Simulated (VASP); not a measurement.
# Al3GaAs4 (P-43m) in VASP: a series of runs

The runs below take Al3GaAs4 through single point, with PBE.

Program: VASP 6.6.1. These are calculated values, not measurements. Logs are shortened: lines on timing, memory, paths and dates and some standing lists are left out, and cuts for length are marked.

## (1) The cell of the first run

Symmetry: P-43m, No. 215, cubic system. Conventional cell: a = 5.733 Å, b = 5.733 Å, c = 5.733 Å, α = 90.00°, β = 90.00°, γ = 90.00°. Al (site symmetry -42m) has 4 As at 2.48 Å within 3.3 Å. Within 3.3 Å of Ga (site symmetry -43m) lie 4 As at 2.49 Å. As (site symmetry 3m) has 3 Al at 2.48 Å and 1 Ga at 2.49 Å within 3.3 Å.

## (2) Single point, PBE

File INCAR:

```
PREC = Accurate ; ENCUT = 520
EDIFF = 1E-7 ; ISMEAR = 0
SIGMA = 0.02 ; LREAL = F
LASPH = T ; NELM = 60
ALGO = Normal ; ISIF = 2
LWAVE = F ; LCHARG = F
GGA = PE ; NBANDS = 31
```

File KPOINTS:

```
Automatic mesh
0
Gamma
  6 6 6
```

File POSCAR:

```
Al3GaAs4
1.0
    5.7327688000      0.0000000000      0.0000000000
    0.0000000000      5.7327688000      0.0000000000
    0.0000000000      0.0000000000      5.7327688000
Al Ga As
3 1 4
Direct
    0.0000000000      0.5000000000      0.5000000000
    0.5000000000      0.5000000000      0.0000000000
    0.5000000000      0.0000000000      0.5000000000
    0.0000000000      0.0000000000      0.0000000000
    0.7491210000      0.7491210000      0.2508790000
    0.7491210000      0.2508790000      0.7491210000
    0.2508790000      0.7491210000      0.7491210000
    0.2508790000      0.2508790000      0.2508790000
```

Potentials or basis: VASP PAW PBE potentials, release 64 (Al, Ga_d, As).

Launch:

```sh
cat potpaw_PBE.64/Al/POTCAR potpaw_PBE.64/Ga_d/POTCAR potpaw_PBE.64/As/POTCAR > POTCAR
mpirun -np 1 vasp_std > vasp.out
```

OUTCAR:

```text
PREC = Accurate
   ENCUT = 520
   EDIFF = 1E-7
   ISMEAR = 0
   LREAL = F
   LASPH = T
   NELM = 60
   ISIF = 2
   GGA = PE

 ion  position               nearest neighbor table
   1  0.000  0.500  0.500-   5 2.48   6 2.48   7 2.48   8 2.48
   2  0.500  0.500  0.000-   5 2.48   6 2.48   7 2.48   8 2.48
   3  0.500  0.000  0.500-   5 2.48   6 2.48   7 2.48   8 2.48
   4  0.000  0.000  0.000-   5 2.49   6 2.49   7 2.49   8 2.49
   5  0.749  0.749  0.251-   1 2.48   2 2.48   3 2.48   4 2.49
   6  0.749  0.251  0.749-   1 2.48   2 2.48   3 2.48   4 2.49
   7  0.251  0.749  0.749-   1 2.48   2 2.48   3 2.48   4 2.49
   8  0.251  0.251  0.251-   1 2.48   2 2.48   3 2.48   4 2.49

  LATTYP: Found a simple cubic cell.
 ALAT       =     5.7327688000

  Lattice vectors:

 A1 = (   5.7327688000,   0.0000000000,   0.0000000000)
 A2 = (   0.0000000000,   5.7327688000,   0.0000000000)
 A3 = (   0.0000000000,   0.0000000000,   5.7327688000)

Analysis of symmetry for initial positions (statically):
=====================================================================
 Subroutine PRICEL returns:
 Original cell was already a primitive cell.

 Routine SETGRP: Setting up the symmetry group for a
 simple cubic supercell.

 Subroutine GETGRP returns: Found 24 space group operations
 (whereof 24 operations were pure point group operations)
 out of a pool of 48 trial point group operations.

The static configuration has the point symmetry T_d .

Analysis of symmetry for dynamics (positions and initial velocities):
=====================================================================
 Subroutine PRICEL returns:
 Original cell was already a primitive cell.

 Routine SETGRP: Setting up the symmetry group for a
 simple cubic supercell.

 Subroutine GETGRP returns: Found 24 space group operations
 (whereof 24 operations were pure point group operations)
 out of a pool of 48 trial point group operations.

The dynamic configuration has the point symmetry T_d .

 Subroutine INISYM returns: Found 24 space group operations
 (whereof 24 operations are pure point group operations),
 and found     1 'primitive' translations

----------------------------------------------------------------------------------------

                                     Primitive cell

  volume of cell :     188.4054

  direct lattice vectors                    reciprocal lattice vectors
     5.732768800  0.000000000  0.000000000     0.174435780  0.000000000  0.000000000
     0.000000000  5.732768800  0.000000000     0.000000000  0.174435780  0.000000000
     0.000000000  0.000000000  5.732768800     0.000000000  0.000000000  0.174435780

  length of vectors
     5.732768800  5.732768800  5.732768800     0.174435780  0.174435780  0.174435780

  position of ions in fractional coordinates (direct lattice)
     0.000000000  0.500000000  0.500000000
     0.500000000  0.500000000  0.000000000
     0.500000000  0.000000000  0.500000000
     0.000000000  0.000000000  0.000000000
     0.749121000  0.749121000  0.250879000
     0.749121000  0.250879000  0.749121000
     0.250879000  0.749121000  0.749121000
     0.250879000  0.250879000  0.250879000

  ion indices of the primitive-cell ions
   primitive index   ion index
                 1           1
                 2           2
                 3           3
                 4           4
                 5           5
                 6           6
                 7           7
                 8           8

----------------------------------------------------------------------------------------

 KPOINTS: Automatic mesh

Automatic generation of k-mesh.
 Grid dimensions read from file:
 generate k-points for:    6    6    6

 Generating k-lattice:

  Cartesian coordinates                     Fractional coordinates (reciprocal lattice)
     0.029072630  0.000000000  0.000000000     0.166666667  0.000000000  0.000000000
     0.000000000  0.029072630  0.000000000     0.000000000  0.166666667  0.000000000
     0.000000000  0.000000000  0.029072630     0.000000000  0.000000000  0.166666667

  Length of vectors
     0.029072630  0.029072630  0.029072630

  Shift w.r.t. Gamma in fractional coordinates (k-lattice)
     0.000000000  0.000000000  0.000000000

 Subroutine IBZKPT returns following result:
 ===========================================

 Found     20 irreducible k-points:

 Following reciprocal coordinates:
            Coordinates               Weight
  0.000000  0.000000  0.000000      1.000000
  0.166667  0.000000  0.000000      6.000000
  0.333333  0.000000  0.000000      6.000000
  0.500000  0.000000  0.000000      3.000000
  0.166667  0.166667  0.000000     12.000000
  0.333333  0.166667  0.000000     24.000000
[... 12 lines left out ...]
  0.500000  0.500000  0.333333      6.000000
  0.500000  0.500000  0.500000      1.000000
   k-points           NKPTS =     20   k-points in BZ     NKDIM =     20   number of bands    NBANDS=     31
   number of dos      NEDOS =    301   number of ions     NIONS =      8
   total plane-waves  NPLWV = 110592
   dimension x,y,z NGX =    48 NGY =   48 NGZ =   48
   dimension x,y,z NGXF=    96 NGYF=   96 NGZF=   96
   ions per type =               3   1   4
   NGX,Y,Z   is equivalent  to a cutoff of  13.92, 13.92, 13.92 a.u.
   NGXF,Y,Z  is equivalent  to a cutoff of  27.84, 27.84, 27.84 a.u.
 SYSTEM =  unknown system
   PREC   = accura    normal or accurate (medium, high low for compatibility)
   ISTART =      0    job   : 0-new  1-cont  2-samecut
   ICHARG =      2    charge: 1-file 2-atom 10-const
   ISPIN  =      1    spin polarized calculation?
   LNONCOLLINEAR =      F non collinear calculations
   LSORBIT =      F    spin-orbit coupling
   LASPH  =      T    aspherical Exc in radial PAW
   ENCUT  =  520.0 eV  38.22 Ry    6.18 a.u.  10.66 10.66 10.66*2*pi/ulx,y,z
   NELM   =     60;   NELMIN=  2; NELMDL= -5     # of ELM steps
   EDIFF  = 0.1E-06   stopping-criterion for ELM
   LREAL  =      F    real-space projection
   EDIFFG = 0.1E-05   stopping-criterion for IOM
   NSW    =      0    number of steps for IOM
   IBRION =     -1    ionic relax: 0-MD 1-quasi-New 2-CG
   NFREE  =      0    steps in history (QN), initial steepest desc. (CG)
   ISIF   =      2    stress and relaxation
   ISYM   =      2    0-nonsym 1-usesym 2-fastsym
   POTIM  = 0.5000    time-step for ionic-motion
   TEBEG  =    0.0;   TEEND  =   0.0 temperature during run
   PSTRESS=    0.0 pullay stress
   NELECT =      42.0000    total number of electrons
   NUPDOWN=      -1.0000    fix difference up-down
   EMIN   =  10.00;   EMAX   =-10.00  energy-range for DOS
   EFERMI =   0.00;   METHOD = LEGACY
   ISMEAR =     0;   SIGMA  =   0.02  broadening in eV -4-tet -1-fermi 0-gaus
   EFERMI_NEDOS =   21; number of points for ismear=-14 and -15
   IALGO  =     38    algorithm
   IMIX   =      4    mixing-type and parameters
     AMIX     =   0.40;   BMIX     =  1.00
     AMIX_MAG =   1.60;   BMIX_MAG =  1.00
  volume/ion in A,a.u.               =      23.55       158.93
  Fermi-wavevector in a.u.,A,eV,Ry     =   0.992644  1.875825 13.406392  0.985342
  Thomas-Fermi vector in A             =   2.124470
   LORBIT       =      0    0 simple, 1 ext, 2 COOP (PROOUT), +10 PAW based schemes
   GGA     = PE    functional components
   LHFCALC =     F    Hartree Fock is set to
   AEXX    =    0.0000 exact exchange contribution
   IVDW    =     0    specifies the selected vdW correction
   LEPSILON=     F    determine dielectric tensor
   LRPA    =     F    only Hartree local field effects (RPA)
 non-spin polarized calculation
 Gauss-broadening in eV      SIGMA  =   0.02
  energy-cutoff  :      520.00
  volume of cell :      188.41
 maximum number of plane-waves:      5112
 NGX is ok and might be reduce to    48
   NGX = 21   NGY = 21   NGZ = 21

 number of electron      42.0000017 magnetization

 Free energy of the ion-electron system (eV)
  ---------------------------------------------------
  ext. energy  EPLUGINS =         0.00000000
  ---------------------------------------------------
  free energy    TOTEN  =       -36.42331167 eV

  energy without entropy =      -36.42331167  energy(sigma->0) =      -36.42331167

 E-fermi :   3.6463     XC(G=0):  -9.0224

 val. band max:        3.5508576102   @ k =   0.0000   0.0000   0.0000
 cond. band min:       4.5800635466   @ k =   0.5000   0.5000   0.5000
 fundamental gap:      1.0292059364
 Fermi energy:         3.6462774840

 k-point     1 :       0.0000    0.0000    0.0000
  band No.  band energies     occupation
      1     -10.9036      2.00000
      2     -10.9036      2.00000
      3     -10.9036      2.00000
      4     -10.8373      2.00000
      5     -10.8373      2.00000
      6      -8.2894      2.00000
[... 23 lines left out ...]
     30       7.6587      0.00000
     31       7.6587      0.00000

 k-point     2 :       0.1667    0.0000    0.0000
  band No.  band energies     occupation
      1     -10.9041      2.00000
      2     -10.9039      2.00000
      3     -10.9039      2.00000
      4     -10.8373      2.00000
      5     -10.8371      2.00000
      6      -8.1989      2.00000
[... 23 lines left out ...]
     30       8.0440      0.00000
     31       8.0440      0.00000

 k-point     3 :       0.3333    0.0000    0.0000
  band No.  band energies     occupation
      1     -10.9050      2.00000
      2     -10.9043      2.00000
      3     -10.9043      2.00000
      4     -10.8372      2.00000
      5     -10.8367      2.00000
      6      -7.9356      2.00000
[... 567 lines left out ...]
     30       8.3221      0.00000
     31       8.3454      0.00000

 k-point    20 :       0.5000    0.5000    0.5000
  band No.  band energies     occupation
      1     -10.9071      2.00000
      2     -10.9071      2.00000
      3     -10.9071      2.00000
      4     -10.8360      2.00000
      5     -10.8360      2.00000
      6      -7.0152      2.00000
[... 23 lines left out ...]
     30       8.1437      0.00000
     31       8.1437      0.00000

------------------------ aborting loop because EDIFF is reached ----------------------------------------

  FORCE on cell =-STRESS in cart. coord.  units (eV):
  Direction    XX          YY          ZZ          XY          YZ          ZX
  --------------------------------------------------------------------------------------
  -------------------------------------------------------------------------------------
  Total        0.1998290      0.1998290      0.1998290     -0.0000000      0.0000000      0.0000000
  in kB        1.6993228      1.6993228      1.6993228     -0.0000000      0.0000000      0.0000000
  external PRESSURE =       1.6993228 kB  Pullay stress =       0.0000000 kB

 VOLUME and BASIS-vectors are now :
 -----------------------------------------------------------------------------
  energy-cutoff  :      520.00
  volume of cell :      188.41
      direct lattice vectors                 reciprocal lattice vectors
     5.732768800  0.000000000  0.000000000     0.174435780  0.000000000  0.000000000
     0.000000000  5.732768800  0.000000000     0.000000000  0.174435780  0.000000000
     0.000000000  0.000000000  5.732768800     0.000000000  0.000000000  0.174435780

 POSITION                                       TOTAL-FORCE (eV/Angst)
 -----------------------------------------------------------------------------------
      0.00000      2.86638      2.86638        -0.000000     -0.000000     -0.000000
      2.86638      2.86638      0.00000        -0.000000     -0.000000     -0.000000
      2.86638      0.00000      2.86638        -0.000000      0.000000     -0.000000
      0.00000      0.00000      0.00000        -0.000000      0.000000     -0.000000
      4.29454      4.29454      1.43823        -0.002427     -0.002427      0.002427
      4.29454      1.43823      4.29454        -0.002427      0.002427     -0.002427
      1.43823      4.29454      4.29454         0.002427     -0.002427     -0.002427
      1.43823      1.43823      1.43823         0.002427      0.002427      0.002427
 -----------------------------------------------------------------------------------
    total drift:                                0.000000      0.000000     -0.000000

  FREE ENERGIE OF THE ION-ELECTRON SYSTEM (eV)
  ---------------------------------------------------
  free  energy   TOTEN  =       -36.4233116734 eV

  energy  without entropy=      -36.4233116734  energy(sigma->0) =      -36.42331167
```

It took 1.8 min on 1 thread of Intel Xeon 6975P-C (Granite Rapids), shared host; peak memory 0.39 GiB.

What came out:

| Property | Result |
| --- | --- |
| Free energy | -36.4233 eV |
| Pressure | 0.2 GPa |
| Largest force | 0.004 eV/Å |
| Band gap on the k mesh | 1.03 eV, indirect (least direct gap 1.17 eV) |

Forces on the atoms (eV/Å):
```
Al   0.000  0.000  0.000
Al   0.000  0.000  0.000
Al   0.000  0.000  0.000
Ga   0.000  0.000  0.000
As  -0.002 -0.002  0.002
As  -0.002  0.002 -0.002
As   0.002 -0.002 -0.002
As   0.002  0.002  0.002
```

A k mesh can miss the band edges. A hybrid or GW would open this gap; PBE tends to underestimate it.

[end of part 1 of 2]
